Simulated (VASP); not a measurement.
# In3Se (P-3m1) in VASP: notebook

Runs on In3Se. Level: PBE. Tasks: single point.

All numbers are computed with VASP 6.6.1; they aren't measurements. Logs are shortened: lines on timing, memory, paths and dates and some standing lists are left out, and cuts for length are marked.

### Step 1. The cell of the first run

It takes space group P-3m1 (No. 164, trigonal). Conventional cell: a = 4.016 Å, b = 4.016 Å, c = 8.227 Å, α = 90.00°, β = 90.00°, γ = 120.00°. Within 4.3 Å of In (site symmetry -3m) lie 12 In at 3.25 to 4.02 Å and 2 Se at 4.11 Å. Within 3.9 Å of In (site symmetry 3m) lie 3 Se at 2.95 Å and 3 In at 3.25 Å. Se (site symmetry -3m) has 6 In at 2.95 Å within 3.9 Å.

### Step 2. Single point, PBE

File INCAR:

```
SYSTEM = In3Se
  ALGO = Normal
  EDIFF = 1E-6
  ENCUT = 520
  GGA = PE
  ISIF = 2
  ISMEAR = 0
  LASPH = .True.
  LCHARG = .False.
  LREAL = .False.
  LWAVE = .False.
  NBANDS = 30
  NELM = 100
  PREC = Accurate
  SIGMA = 0.1
```

File KPOINTS:

```
k-points
0
Gamma
  6 6 2
  0 0 0
```

File POSCAR:

```
In3Se
1.0
    4.0159310000      0.0000000000      0.0000000000
   -2.0079655000      3.4778983000      0.0000000000
    0.0000000000      0.0000000000      8.2266370000
In Se
3 1
Direct
    0.0000000000      0.0000000000      0.5000000000
    0.3333333000      0.6666667000      0.2223090000
    0.6666667000      0.3333333000      0.7776910000
    0.0000000000      0.0000000000      0.0000000000
```

Potentials or basis: VASP PAW PBE potentials, release 64 (In_d, Se).

Launch:

```sh
$ cat potpaw_PBE.64/In_d/POTCAR potpaw_PBE.64/Se/POTCAR > POTCAR
$ mpirun -np 1 vasp_std > vasp.out
```

OUTCAR:

```text
SYSTEM = In3Se
   EDIFF = 1E-6
   ENCUT = 520
   GGA = PE
   ISIF = 2
   ISMEAR = 0
   LASPH = .True.
   LREAL = .False.
   NELM = 100
   PREC = Accurate

 ion  position               nearest neighbor table
   1  0.000  0.000  0.500-   2 3.25   3 3.25   3 3.25   2 3.25   3 3.25   2 3.25
   2  0.333  0.667  0.222-   4 2.95   4 2.95   4 2.95   1 3.25   1 3.25   1 3.25
   3  0.667  0.333  0.778-   4 2.95   4 2.95   4 2.95   1 3.25   1 3.25   1 3.25
   4  0.000  0.000  0.000-   2 2.95   3 2.95   3 2.95   2 2.95   3 2.95   2 2.95

  LATTYP: Found a hexagonal cell.
 ALAT       =     4.0159310000
 C/A-ratio  =     2.0485005843

  Lattice vectors:

 A1 = (   4.0159310000,   0.0000000000,   0.0000000000)
 A2 = (  -2.0079655000,   3.4778983000,   0.0000000000)
 A3 = (   0.0000000000,   0.0000000000,   8.2266370000)

Analysis of symmetry for initial positions (statically):
=====================================================================
 Subroutine PRICEL returns:
 Original cell was already a primitive cell.

 Routine SETGRP: Setting up the symmetry group for a
 hexagonal supercell.

 Subroutine GETGRP returns: Found 12 space group operations
 (whereof 12 operations were pure point group operations)
 out of a pool of 24 trial point group operations.

The static configuration has the point symmetry D_3d.

Analysis of symmetry for dynamics (positions and initial velocities):
=====================================================================
 Subroutine PRICEL returns:
 Original cell was already a primitive cell.

 Routine SETGRP: Setting up the symmetry group for a
 hexagonal supercell.

 Subroutine GETGRP returns: Found 12 space group operations
 (whereof 12 operations were pure point group operations)
 out of a pool of 24 trial point group operations.

The dynamic configuration has the point symmetry D_3d.

 Subroutine INISYM returns: Found 12 space group operations
 (whereof 12 operations are pure point group operations),
 and found     1 'primitive' translations

----------------------------------------------------------------------------------------

                                     Primitive cell

  volume of cell :     114.9014

  direct lattice vectors                    reciprocal lattice vectors
     4.015931000  0.000000000  0.000000000     0.249008262  0.143764986  0.000000000
    -2.007965500  3.477898300  0.000000000     0.000000000  0.287529972  0.000000000
     0.000000000  0.000000000  8.226637000     0.000000000  0.000000000  0.121556354

  length of vectors
     4.015931000  4.015931030  8.226637000     0.287529974  0.287529972  0.121556354

  position of ions in fractional coordinates (direct lattice)
     0.000000000  0.000000000  0.500000000
     0.333333300  0.666666700  0.222309000
     0.666666700  0.333333300  0.777691000
     0.000000000  0.000000000  0.000000000

  ion indices of the primitive-cell ions
   primitive index   ion index
                 1           1
                 2           2
                 3           3
                 4           4

----------------------------------------------------------------------------------------

 KPOINTS: k-points

Automatic generation of k-mesh.
 Grid dimensions read from file:
 generate k-points for:    6    6    2

 Generating k-lattice:

  Cartesian coordinates                     Fractional coordinates (reciprocal lattice)
     0.041501377  0.023960831  0.000000000     0.166666667 -0.000000000  0.000000000
     0.000000000  0.047921662  0.000000000     0.000000000  0.166666667  0.000000000
     0.000000000  0.000000000  0.060778177     0.000000000  0.000000000  0.500000000

  Length of vectors
     0.047921662  0.047921662  0.060778177

  Shift w.r.t. Gamma in fractional coordinates (k-lattice)
     0.000000000  0.000000000  0.000000000

 Subroutine IBZKPT returns following result:
 ===========================================

 Found     14 irreducible k-points:

 Following reciprocal coordinates:
            Coordinates               Weight
  0.000000  0.000000  0.000000      1.000000
  0.166667  0.000000  0.000000      6.000000
  0.333333  0.000000  0.000000      6.000000
  0.500000 -0.000000  0.000000      3.000000
  0.166667  0.166667  0.000000      6.000000
  0.333333  0.166667  0.000000     12.000000
  0.333333  0.333333  0.000000      2.000000
  0.000000  0.000000  0.500000      1.000000
  0.166667  0.000000  0.500000      6.000000
  0.333333  0.000000  0.500000      6.000000
  0.500000 -0.000000  0.500000      3.000000
  0.166667  0.166667  0.500000      6.000000
  0.333333  0.166667  0.500000     12.000000
  0.333333  0.333333  0.500000      2.000000
   k-points           NKPTS =     14   k-points in BZ     NKDIM =     14   number of bands    NBANDS=     30
   number of dos      NEDOS =    301   number of ions     NIONS =      4
   total plane-waves  NPLWV =  57600
   dimension x,y,z NGX =    30 NGY =   30 NGZ =   64
   dimension x,y,z NGXF=    60 NGYF=   60 NGZF=  128
   ions per type =               3   1
   NGX,Y,Z   is equivalent  to a cutoff of  12.42, 12.42, 12.93 a.u.
   NGXF,Y,Z  is equivalent  to a cutoff of  24.84, 24.84, 25.87 a.u.
 SYSTEM =  In3Se
   PREC   = accura    normal or accurate (medium, high low for compatibility)
   ISTART =      0    job   : 0-new  1-cont  2-samecut
   ICHARG =      2    charge: 1-file 2-atom 10-const
   ISPIN  =      1    spin polarized calculation?
   LNONCOLLINEAR =      F non collinear calculations
   LSORBIT =      F    spin-orbit coupling
   LASPH  =      T    aspherical Exc in radial PAW
   ENCUT  =  520.0 eV  38.22 Ry    6.18 a.u.   7.47  7.47 15.30*2*pi/ulx,y,z
   NELM   =    100;   NELMIN=  2; NELMDL= -5     # of ELM steps
   EDIFF  = 0.1E-05   stopping-criterion for ELM
   LREAL  =      F    real-space projection
   EDIFFG = 0.1E-04   stopping-criterion for IOM
   NSW    =      0    number of steps for IOM
   IBRION =     -1    ionic relax: 0-MD 1-quasi-New 2-CG
   NFREE  =      0    steps in history (QN), initial steepest desc. (CG)
   ISIF   =      2    stress and relaxation
   ISYM   =      2    0-nonsym 1-usesym 2-fastsym
   POTIM  = 0.5000    time-step for ionic-motion
   TEBEG  =    0.0;   TEEND  =   0.0 temperature during run
   PSTRESS=    0.0 pullay stress
   NELECT =      45.0000    total number of electrons
   NUPDOWN=      -1.0000    fix difference up-down
   EMIN   =  10.00;   EMAX   =-10.00  energy-range for DOS
   EFERMI =   0.00;   METHOD = LEGACY
   ISMEAR =     0;   SIGMA  =   0.10  broadening in eV -4-tet -1-fermi 0-gaus
   EFERMI_NEDOS =   21; number of points for ismear=-14 and -15
   IALGO  =     38    algorithm
   IMIX   =      4    mixing-type and parameters
     AMIX     =   0.40;   BMIX     =  1.00
     AMIX_MAG =   1.60;   BMIX_MAG =  1.00
  volume/ion in A,a.u.               =      28.73       193.85
  Fermi-wavevector in a.u.,A,eV,Ry     =   1.197762  2.263442 19.519377  1.434634
  Thomas-Fermi vector in A             =   2.333668
   LORBIT       =      0    0 simple, 1 ext, 2 COOP (PROOUT), +10 PAW based schemes
   GGA     = PE    functional components
   LHFCALC =     F    Hartree Fock is set to
   AEXX    =    0.0000 exact exchange contribution
   IVDW    =     0    specifies the selected vdW correction
   LEPSILON=     F    determine dielectric tensor
   LRPA    =     F    only Hartree local field effects (RPA)
 non-spin polarized calculation
 Gauss-broadening in eV      SIGMA  =   0.10
  energy-cutoff  :      520.00
  volume of cell :      114.90
 maximum number of plane-waves:      3138
 NGX is ok and might be reduce to    30
   NGX = 15   NGY = 15   NGZ = 31

 number of electron      44.9999997 magnetization

 Free energy of the ion-electron system (eV)
  ---------------------------------------------------
  ext. energy  EPLUGINS =         0.00000000
  ---------------------------------------------------
  free energy    TOTEN  =       -11.85580284 eV

  energy without entropy =      -11.84033215  energy(sigma->0) =      -11.84806750

 E-fermi :   5.8686     XC(G=0):  -9.4866

 val. band max:        5.8643632609   @ k =   0.1667   0.0000   0.5000
 cond. band min:       5.9475919561   @ k =   0.3333   0.0000   0.5000
 fundamental gap:      0.0832286952
 Fermi energy:         5.8686390791

 k-point     1 :       0.0000    0.0000    0.0000
  band No.  band energies     occupation
      1      -9.0943      2.00000
      2      -9.0943      2.00000
      3      -9.0088      2.00000
      4      -8.9992      2.00000
      5      -8.9992      2.00000
      6      -8.9204      2.00000
[... 22 lines left out ...]
     29      12.0658      0.00000
     30      12.0658      0.00000

 k-point     2 :       0.1667    0.0000    0.0000
  band No.  band energies     occupation
      1      -9.0880      2.00000
      2      -9.0856      2.00000
      3      -9.0260      2.00000
      4      -8.9973      2.00000
      5      -8.9812      2.00000
      6      -8.9649      2.00000
[... 22 lines left out ...]
     29      10.4324      0.00000
     30      11.8350      0.00000

 k-point     3 :       0.3333    0.0000    0.0000
  band No.  band energies     occupation
      1      -9.1230      2.00000
      2      -9.0795      2.00000
      3      -9.0708      2.00000
      4      -8.9886      2.00000
      5      -8.9635      2.00000
      6      -8.9418      2.00000
[... 22 lines left out ...]
     29      10.3977      0.00000
     30      11.7759      0.00000

 k-point     4 :       0.5000   -0.0000    0.0000
  band No.  band energies     occupation
      1      -9.1656      2.00000
      2      -9.0777      2.00000
      3      -9.0706      2.00000
      4      -8.9666      2.00000
      5      -8.9389      2.00000
      6      -8.9178      2.00000
[... 22 lines left out ...]
     29      10.5676      0.00000
     30      10.8789      0.00000

 k-point     5 :       0.1667    0.1667    0.0000
  band No.  band energies     occupation
      1      -9.0979      2.00000
      2      -9.0658      2.00000
      3      -9.0657      2.00000
      4      -9.0082      2.00000
      5      -8.9957      2.00000
      6      -8.9295      2.00000
[... 22 lines left out ...]
     29      11.3811      0.00000
     30      11.5281      0.00000

 k-point     6 :       0.3333    0.1667    0.0000
  band No.  band energies     occupation
      1      -9.1435      2.00000
      2      -9.0780      2.00000
      3      -9.0565      2.00000
      4      -8.9932      2.00000
      5      -8.9797      2.00000
      6      -8.9188      2.00000
[... 22 lines left out ...]
     29      11.2885      0.00000
     30      11.9677      0.00000

 k-point     7 :       0.3333    0.3333    0.0000
  band No.  band energies     occupation
      1      -9.1360      2.00000
      2      -9.0702      2.00000
      3      -9.0702      2.00000
      4      -8.9957      2.00000
      5      -8.9652      2.00000
      6      -8.9652      2.00000
[... 22 lines left out ...]
     29      10.9562      0.00000
     30      10.9562      0.00000

 k-point     8 :       0.0000    0.0000    0.5000
  band No.  band energies     occupation
      1      -9.0893      2.00000
      2      -9.0893      2.00000
      3      -9.0086      2.00000
      4      -9.0047      2.00000
      5      -9.0047      2.00000
      6      -8.9110      2.00000
[... 22 lines left out ...]
     29      11.0369      0.00000
     30      12.2169      0.00000

 k-point     9 :       0.1667    0.0000    0.5000
  band No.  band energies     occupation
      1      -9.0982      2.00000
      2      -9.0856      2.00000
      3      -9.0254      2.00000
      4      -9.0013      2.00000
      5      -8.9832      2.00000
      6      -8.9269      2.00000
[... 22 lines left out ...]
     29      11.9168      0.00000
     30      12.1503      0.00000

 k-point    10 :       0.3333    0.0000    0.5000
  band No.  band energies     occupation
      1      -9.1211      2.00000
      2      -9.0849      2.00000
      3      -9.0446      2.00000
      4      -9.0233      2.00000
      5      -8.9756      2.00000
      6      -8.9357      2.00000
[... 22 lines left out ...]
     29      11.0439      0.00000
     30      11.4894      0.00000

 k-point    11 :       0.5000   -0.0000    0.5000
  band No.  band energies     occupation
      1      -9.1318      2.00000
      2      -9.0874      2.00000
      3      -9.0657      2.00000
      4      -9.0294      2.00000
      5      -8.9735      2.00000
      6      -8.9312      2.00000
[... 22 lines left out ...]
     29      11.2041      0.00000
     30      11.2073      0.00000

 k-point    12 :       0.1667    0.1667    0.5000
  band No.  band energies     occupation
      1      -9.1131      2.00000
      2      -9.0849      2.00000
      3      -9.0382      2.00000
      4      -9.0034      2.00000
      5      -8.9679      2.00000
      6      -8.9541      2.00000
[... 22 lines left out ...]
     29      10.6434      0.00000
     30      11.9380      0.00000

 k-point    13 :       0.3333    0.1667    0.5000
  band No.  band energies     occupation
      1      -9.1297      2.00000
      2      -9.0822      2.00000
      3      -9.0487      2.00000
      4      -9.0174      2.00000
      5      -8.9797      2.00000
      6      -8.9329      2.00000
[... 22 lines left out ...]
     29      10.8308      0.00000
     30      11.9974      0.00000

 k-point    14 :       0.3333    0.3333    0.5000
  band No.  band energies     occupation
      1      -9.1328      2.00000
      2      -9.0628      2.00000
      3      -9.0628      2.00000
      4      -8.9925      2.00000
      5      -8.9680      2.00000
      6      -8.9680      2.00000
[... 22 lines left out ...]
     29      11.6919      0.00000
     30      11.7483      0.00000

------------------------ aborting loop because EDIFF is reached ----------------------------------------

  FORCE on cell =-STRESS in cart. coord.  units (eV):
  Direction    XX          YY          ZZ          XY          YZ          ZX
  --------------------------------------------------------------------------------------
  -------------------------------------------------------------------------------------
  Total        0.0088320      0.0088320      0.4404254      0.0000000     -0.0000000      0.0000000
  in kB        0.1231530      0.1231530      6.1412605      0.0000000     -0.0000000      0.0000000
  external PRESSURE =       2.1291888 kB  Pullay stress =       0.0000000 kB

 VOLUME and BASIS-vectors are now :
 -----------------------------------------------------------------------------
  energy-cutoff  :      520.00
  volume of cell :      114.90
      direct lattice vectors                 reciprocal lattice vectors
     4.015931000  0.000000000  0.000000000     0.249008262  0.143764986  0.000000000
    -2.007965500  3.477898300  0.000000000     0.000000000  0.287529972  0.000000000
     0.000000000  0.000000000  8.226637000     0.000000000  0.000000000  0.121556354

 POSITION                                       TOTAL-FORCE (eV/Angst)
 -----------------------------------------------------------------------------------
      0.00000      0.00000      4.11332         0.000000      0.000000      0.000000
     -0.00000      2.31860      1.82886        -0.000000      0.000000     -0.077602
      2.00797      1.15930      6.39778         0.000000      0.000000      0.077602
      0.00000      0.00000      0.00000         0.000000      0.000000      0.000000
 -----------------------------------------------------------------------------------
    total drift:                               -0.000000      0.000000      0.000000

  FREE ENERGIE OF THE ION-ELECTRON SYSTEM (eV)
  ---------------------------------------------------
  free  energy   TOTEN  =       -11.8558028413 eV

  energy  without entropy=      -11.8403321513  energy(sigma->0) =      -11.84806750
```

Run time: 27 s. Hardware: 1 thread of Intel Xeon 6975P-C (Granite Rapids), shared host; peak memory 0.23 GiB.

What came out:

```yaml
Free_energy: -11.8558 eV
Pressure: 0.2 GPa
Largest_force: 0.078 eV/Å
```

Forces on the atoms (eV/Å):
```
In   0.000  0.000  0.000
In   0.000  0.000 -0.078
In   0.000  0.000  0.078
Se   0.000  0.000  0.000
```

Caveat: the k points lie up to 0.38 Å⁻¹ apart; spin-orbit coupling is left out, which moves the levels of the heavy elements.

(Continued in part 2 of 2.)
